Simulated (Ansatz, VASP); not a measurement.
S: VASP beside Ansatz

```
CELL_PARAMETERS angstrom
-1.38918 1.38918 1.38918
1.38918 -1.38918 1.38918
1.38918 1.38918 -1.38918
ATOMIC_POSITIONS crystal
S 0.00000 0.00000 0.00000
```

Change from the starting cell: volume scaled by 0.68, PAW files.

Alike in both runs: task single point; functional PBE; k mesh 16 × 16 × 16; occupations fermi-dirac, width 0.1 eV; no spin polarisation.

|  | VASP | Ansatz |
| --- | --- | --- |
| version | VASP 6.6.1 | Ansatz 0.2.0 |
| potentials or method | VASP PAW PBE potentials, release 64 (S) | PAW with Ansatz's default frozen-core files, scalar-relativistic |
| plane-wave cutoff (eV) | 520 | 420 |
| valence electrons in the cell | 6 | 6 |

|  | VASP | Ansatz | Ansatz less VASP |
| --- | --- | --- | --- |
| pressure (GPa) | 69.5 | 70.3 | +0.77 |

Both programs put the cell under a high pressure, so it lies far from rest at this level. The functional is the same, so the differences come from potentials, cutoffs and numerics.

Noted on VASP's run: the cell as given lies far from equilibrium.
